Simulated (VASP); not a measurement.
# PbS (Cmc2_1) in VASP: single point with PBE

Aim: the single point of PbS with PBE.

Program: VASP 6.6.1. These are calculated values, not measurements. Logs are shortened: lines on timing, memory, paths and dates and some standing lists are left out, and cuts for length are marked.

### 1 The cell of the first run

Symmetry: Cmc2_1, No. 36, orthorhombic system. Conventional cell: a = 4.114 Å, b = 7.132 Å, c = 7.560 Å, α = 90.00°, β = 90.00°, γ = 90.00°. Within 3.7 Å of Pb (site symmetry m) lie 6 S at 2.84 to 3.26 Å. S (site symmetry m) has 6 Pb at 2.84 to 3.26 Å within 3.7 Å.

### 2 Single point, PBE

File INCAR:

```
SYSTEM = PbS
ALGO = Normal
EDIFF = 1E-7
ENCUT = 520
GGA = PE
ISIF = 2
ISMEAR = 0
ISYM = 0
LASPH = .True.
LCHARG = .False.
LREAL = Auto
LWAVE = .False.
NBANDS = 94
NELM = 100
PREC = Accurate
SIGMA = 0.1
```

File KPOINTS:

```
Automatic mesh
0
Gamma
  2 2 2
  0.5 0.5 0.5
```

File POSCAR:

```
PbS
1.0
    8.2277673600      0.0000000000      0.0000000000
    4.1138836800     -7.1316585300      0.0000000000
    4.1138836800      0.0000000000     -7.5599447400
Pb S
8 8
Direct
    0.7428500750      0.5010316600      0.5132681900
    0.7428500750      0.0010316600      0.5132681900
    0.2428500750      0.5010316600      0.5132681900
    0.2428500750      0.0010316600      0.5132681900
    0.4938817350      0.4989683400      0.0132681900
    0.4938817350      0.9989683400      0.0132681900
    0.9938817350      0.4989683400      0.0132681900
    0.9938817350      0.9989683400      0.0132681900
    0.5126613550      0.1671454800      0.3075318100
    0.5126613550      0.6671454800      0.3075318100
    0.0126613550      0.1671454800      0.3075318100
    0.0126613550      0.6671454800      0.3075318100
    0.4298068350      0.8328545200      0.8075318100
    0.4298068350      0.3328545200      0.8075318100
    0.9298068350      0.8328545200      0.8075318100
    0.9298068350      0.3328545200      0.8075318100
```

Potentials or basis: VASP PAW PBE potentials, release 64 (Pb_d, S).

Command:

```
$ cat potpaw_PBE.64/Pb_d/POTCAR potpaw_PBE.64/S/POTCAR > POTCAR
$ mpirun -np 1 vasp_std > vasp.out
```

OUTCAR:

```text
SYSTEM = PbS
   EDIFF = 1E-7
   ENCUT = 520
   GGA = PE
   ISIF = 2
   ISMEAR = 0
   ISYM = 0
   LASPH = .True.
   LREAL = Auto
   NELM = 100
   PREC = Accurate

 ion  position               nearest neighbor table
   1  0.743  0.501  0.513-  12 2.84  10 2.84  11 2.84  13 3.25  14 3.26  16 3.26   5 3.78   7 3.78
                             3 4.11   3 4.11   2 4.12   4 4.12   2 4.12   4 4.12
   2  0.743  0.001  0.513-  11 2.84   9 2.84  12 2.84  14 3.25  13 3.26  15 3.26   6 3.78   8 3.78
                             4 4.11   4 4.11   1 4.12   3 4.12   3 4.12   1 4.12
   3  0.243  0.501  0.513-  10 2.84  12 2.84   9 2.84  15 3.25  14 3.26  16 3.26   7 3.78   5 3.78
                             1 4.11   1 4.11   2 4.12   4 4.12   4 4.12   2 4.12
   4  0.243  0.001  0.513-   9 2.84  11 2.84  10 2.84  16 3.25  15 3.26  13 3.26   8 3.78   6 3.78
                             2 4.11   2 4.11   1 4.12   3 4.12   1 4.12   3 4.12
   5  0.494  0.499  0.013-  16 2.84  14 2.84  13 2.84   9 3.25  12 3.26  10 3.26   3 3.78   1 3.78
                             7 4.11   7 4.11   6 4.12   8 4.12   6 4.12   8 4.12
   6  0.494  0.999  0.013-  15 2.84  13 2.84  14 2.84  10 3.25  11 3.26   9 3.26   4 3.78   2 3.78
                             8 4.11   8 4.11   5 4.12   7 4.12   7 4.12   5 4.12
   7  0.994  0.499  0.013-  14 2.84  16 2.84  15 2.84  11 3.25  12 3.26  10 3.26   1 3.78   3 3.78
                             5 4.11   5 4.11   6 4.12   8 4.12   8 4.12   6 4.12
   8  0.994  0.999  0.013-  13 2.84  15 2.84  16 2.84  12 3.25   9 3.26  11 3.26   2 3.78   4 3.78
                             6 4.11   6 4.11   5 4.12   7 4.12   5 4.12   7 4.12
   9  0.513  0.167  0.308-   4 2.84   2 2.84   3 2.84   5 3.25   6 3.26   8 3.26
  10  0.513  0.667  0.308-   3 2.84   1 2.84   4 2.84   6 3.25   5 3.26   7 3.26
  11  0.013  0.167  0.308-   2 2.84   4 2.84   1 2.84   7 3.25   6 3.26   8 3.26
  12  0.013  0.667  0.308-   1 2.84   3 2.84   2 2.84   8 3.25   7 3.26   5 3.26
  13  0.430  0.833  0.808-   8 2.84   6 2.84   5 2.84   1 3.25   4 3.26   2 3.26
  14  0.430  0.333  0.808-   7 2.84   5 2.84   6 2.84   2 3.25   3 3.26   1 3.26
  15  0.930  0.833  0.808-   6 2.84   8 2.84   7 2.84   3 3.25   4 3.26   2 3.26
  16  0.930  0.333  0.808-   5 2.84   7 2.84   8 2.84   4 3.25   1 3.26   3 3.26

IMPORTANT INFORMATION: All symmetrisations will be switched off!
NOSYMM: (Re-)initialisation of all symmetry stuff for point group C_1.

----------------------------------------------------------------------------------------

                                     Primitive cell

  volume of cell :     443.5996

  direct lattice vectors                    reciprocal lattice vectors
     8.227767360  0.000000000  0.000000000     0.121539654  0.070109919  0.066138050
     4.113883680 -7.131658530  0.000000000     0.000000000 -0.140219837  0.000000000
     4.113883680  0.000000000 -7.559944740     0.000000000  0.000000000 -0.132276099

  length of vectors
     8.227767360  8.233139882  8.606788217     0.155117793  0.140219837  0.132276099

  position of ions in fractional coordinates (direct lattice)
     0.742850075  0.501031660  0.513268190
     0.742850075  0.001031660  0.513268190
[... 115 lines left out ...]
     AMIX     =   0.40;   BMIX     =  1.00
     AMIX_MAG =   1.60;   BMIX_MAG =  1.00
  volume/ion in A,a.u.               =      27.72       187.10
  Fermi-wavevector in a.u.,A,eV,Ry     =   1.165336  2.202165 18.476815  1.358008
  Thomas-Fermi vector in A             =   2.301863
   LORBIT       =      0    0 simple, 1 ext, 2 COOP (PROOUT), +10 PAW based schemes
   GGA     = PE    functional components
   LHFCALC =     F    Hartree Fock is set to
   AEXX    =    0.0000 exact exchange contribution
   IVDW    =     0    specifies the selected vdW correction
   LEPSILON=     F    determine dielectric tensor
   LRPA    =     F    only Hartree local field effects (RPA)
 non-spin polarized calculation
 Gauss-broadening in eV      SIGMA  =   0.10
  energy-cutoff  :      520.00
  volume of cell :      443.60
 maximum number of plane-waves:     11954
 NGX is ok and might be reduce to    64
   NGX = 31   NGY = 31   NGZ = 31

 number of electron     159.9999994 magnetization

 Free energy of the ion-electron system (eV)
  ---------------------------------------------------
  ext. energy  EPLUGINS =         0.00000000
  ---------------------------------------------------
  free energy    TOTEN  =       -69.23850480 eV

  energy without entropy =      -69.23850480  energy(sigma->0) =      -69.23850480

 E-fermi :   5.3253     XC(G=0):  -9.3558

 val. band max:        4.8456606969   @ k =   0.2500  -0.2500   0.5000
 cond. band min:       5.9869486697   @ k =   0.2500   0.0000  -0.2500
 fundamental gap:      1.1412879727
 Fermi energy:         5.3253073654

 k-point     1 :       0.2500    0.2500    0.2500
  band No.  band energies     occupation
      1     -11.7874      2.00000
      2     -11.7655      2.00000
      3     -11.7629      2.00000
      4     -11.7373      2.00000
      5     -11.7372      2.00000
      6     -11.7351      2.00000
[... 1509 lines left out ...]
     91       8.2627      0.00000
     92       8.4692      0.00000
 [bands above 92 left out]

------------------------ aborting loop because EDIFF is reached ----------------------------------------

  FORCE on cell =-STRESS in cart. coord.  units (eV):
  Direction    XX          YY          ZZ          XY          YZ          ZX
  --------------------------------------------------------------------------------------
  -------------------------------------------------------------------------------------
  Total        2.5236531      2.8095297      2.7465758     -0.0000429      0.0000010     -0.0000450
  in kB        9.1148407     10.1473596      9.9199847     -0.0001550      0.0000038     -0.0001627
  external PRESSURE =       9.7273950 kB  Pullay stress =       0.0000000 kB

 VOLUME and BASIS-vectors are now :
 -----------------------------------------------------------------------------
  energy-cutoff  :      520.00
  volume of cell :      443.60
      direct lattice vectors                 reciprocal lattice vectors
     8.227767360  0.000000000  0.000000000     0.121539654  0.070109919  0.066138050
     4.113883680 -7.131658530  0.000000000     0.000000000 -0.140219837  0.000000000
     4.113883680  0.000000000 -7.559944740     0.000000000  0.000000000 -0.132276099

 POSITION                                       TOTAL-FORCE (eV/Angst)
 -----------------------------------------------------------------------------------
     10.28471     -3.57319     -3.88028         0.000000      0.012006     -0.067108
      8.22777     -0.00736     -3.88028         0.000002      0.012010     -0.067108
      6.17083     -3.57319     -3.88028         0.000000      0.012006     -0.067111
      4.11388     -0.00736     -3.88028        -0.000002      0.012010     -0.067111
      6.17083     -3.55847     -0.10031         0.000002     -0.012009     -0.067109
      8.22777     -7.12430     -0.10031         0.000001     -0.012006     -0.067106
[... 8 lines left out ...]
     14.39859     -5.93963     -6.10490        -0.000005      0.019310      0.067104
     12.34165     -2.37380     -6.10490         0.000002      0.019312      0.067101
 -----------------------------------------------------------------------------------
    total drift:                                0.000003     -0.000005      0.045961

  FREE ENERGIE OF THE ION-ELECTRON SYSTEM (eV)
  ---------------------------------------------------
  free  energy   TOTEN  =       -69.2385047987 eV

  energy  without entropy=      -69.2385047987  energy(sigma->0) =      -69.23850480
```

OSZICAR:

```text
N       E                     dE             d eps       ncg     rms          rms(c)
DAV:   1     0.198872488194E+04    0.19887E+04   -0.71081E+04  3008   0.181E+03
DAV:   2     0.270257768555E+03   -0.17185E+04   -0.16769E+04  3008   0.502E+02
DAV:   3    -0.427427676313E+02   -0.31300E+03   -0.29657E+03  3748   0.238E+02
DAV:   4    -0.723260738807E+02   -0.29583E+02   -0.29092E+02  3848   0.683E+01
DAV:   5    -0.733511481797E+02   -0.10251E+01   -0.10180E+01  3648   0.126E+01    0.136E+01
DAV:   6    -0.691267945580E+02    0.42244E+01   -0.11124E+01  3936   0.116E+01    0.861E+00
DAV:   7    -0.692239030279E+02   -0.97108E-01   -0.27864E+00  4128   0.376E+00    0.477E+00
DAV:   8    -0.692666853117E+02   -0.42782E-01   -0.49396E-01  3852   0.361E+00    0.103E+00
DAV:   9    -0.692356092468E+02    0.31076E-01   -0.12618E-01  4016   0.160E+00    0.401E-01
DAV:  10    -0.692374872935E+02   -0.18780E-02   -0.10771E-02  3920   0.305E-01    0.164E-01
DAV:  11    -0.692384932574E+02   -0.10060E-02   -0.14260E-03  3720   0.135E-01    0.435E-02
DAV:  12    -0.692385023268E+02   -0.90694E-05   -0.20773E-04  4000   0.492E-02    0.314E-02
DAV:  13    -0.692385070472E+02   -0.47204E-05   -0.48019E-05  3712   0.372E-02    0.306E-02
DAV:  14    -0.692385061823E+02    0.86486E-06   -0.64459E-06  4106   0.108E-02    0.667E-03
DAV:  15    -0.692385055326E+02    0.64970E-06   -0.10342E-06  3216   0.522E-03    0.263E-03
DAV:  16    -0.692385048837E+02    0.64888E-06   -0.50969E-07  2772   0.269E-03    0.586E-04
DAV:  17    -0.692385047171E+02    0.16668E-06   -0.61956E-08  2104   0.201E-03    0.721E-04
DAV:  18    -0.692385047987E+02   -0.81624E-07   -0.13230E-08  1848   0.974E-04
   1 F= -.69238505E+02 E0= -.69238505E+02  d E =-.182620E-11
```

It took 11 min on 1 thread of Intel Xeon 6975P-C (Granite Rapids), shared host; peak memory 0.79 GiB.

Results:

| Quantity | Value |
| --- | --- |
| Free energy | -69.2385 eV |
| Pressure | 1.0 GPa |
| Largest force | 0.070 eV/Å |
| Band gap on the k mesh | 1.14 eV |

Forces in eV/Å, atoms in the order of the input:
```
Pb   0.000  0.012 -0.067
Pb   0.000  0.012 -0.067
Pb   0.000  0.012 -0.067
Pb   0.000  0.012 -0.067
Pb   0.000 -0.012 -0.067
Pb   0.000 -0.012 -0.067
Pb   0.000 -0.012 -0.067
Pb   0.000 -0.012 -0.067
S    0.000 -0.019  0.067
S    0.000 -0.019  0.067
S    0.000 -0.019  0.067
S    0.000 -0.019  0.067
S    0.000  0.019  0.067
S    0.000  0.019  0.067
S    0.000  0.019  0.067
S    0.000  0.019  0.067
```

Stress tensor (GPa, compression positive):
```
0.91 0.00 0.00
0.00 1.01 0.00
0.00 0.00 0.99
```

Levels at points of the mesh, in eV from the valence-band top:
| k point | band 76 | band 77 | band 78 | band 79 | band 80 | band 81 | band 82 | band 83 | band 84 | band 85 |
| --- | --- | --- | --- | --- | --- | --- | --- | --- | --- | --- |
| (0.25, 0.25, 0.25) | -1.26 | -1.17 | -1.16 | -0.44 | -0.01 | 1.52 | 1.62 | 1.85 | 2.16 | 2.72 |

Caveat: spin-orbit coupling is left out, which moves the levels of the heavy elements. A k mesh can miss the band edges.
